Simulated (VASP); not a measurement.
Wanted: the native input for a VASP 6.6.1 run.

```
Task                   : single point
Functional             : PBE
Potentials or basis    : VASP PAW PBE potentials, release 64 (Pt)
Cutoff                 : 520 eV
k mesh                 : 1 × 1 × 24
Occupations            : gaussian, width 0.05 eV
Spin                   : collinear spin
Starting moments       : [1.5, 1.5] μB
Dipole correction      : no
Further INCAR settings : ALGO = Normal; EDIFF = 1e-06; NBANDS = 21
```

The structure of Pt lies in POSCAR:

```
Pt
1.0
   11.3000000000      0.0000000000      0.0000000000
    0.0000000000      9.3000000000      0.0000000000
    0.0000000000      0.0000000000      2.6781589555
Pt
2
Direct
    0.3993845776      0.5000000000      0.0000000000
    0.6006154224      0.5000000000      0.5000000000
```

The input as run:

INCAR

```
ALGO     = Normal         # electronic algorithm
EDIFF    = 1E-6           # SCF threshold, eV
ENCUT    = 520            # plane-wave cutoff, eV
GGA      = PE             # functional
ISIF     = 2              # what is computed and relaxed
ISMEAR   = 0              # smearing method
ISPIN    = 2              # spin polarisation
LASPH    = T              # aspherical terms in the spheres
LCHARG   = F              # write CHGCAR
LMAXMIX  = 4              # l up to which the mixer works
LORBIT   = 11             # projections on sites
LREAL    = F              # projectors in reciprocal space
LWAVE    = F              # write WAVECAR
MAGMOM   = 1.5 1.5        # initial moments
NBANDS   = 21             # bands
NELM     = 150            # most SCF steps
PREC     = Accurate       # precision mode
SIGMA    = 0.05           # smearing width, eV
```

KPOINTS

```
k-points
0
Gamma
  1 1 24
```

Potentials or basis: VASP PAW PBE potentials, release 64 (Pt).

Launch:

```console
$ cat potpaw_PBE.64/Pt/POTCAR > POTCAR
$ mpirun -np 1 vasp_std > vasp.out
```

It gave:

```yaml
Largest_force: 0.731 eV/Å
Net_moment: 0.96 μB per cell
Site_moments: Pt +0.44 μB
Valence_electrons_inside_the_program's_atomic_spheres: Pt 8.95
```

Wall time 110 s on 1 thread of AMD EPYC 9R45 96-Core Processor (Zen 5), with other jobs on the host, peak memory 0.43 GiB.
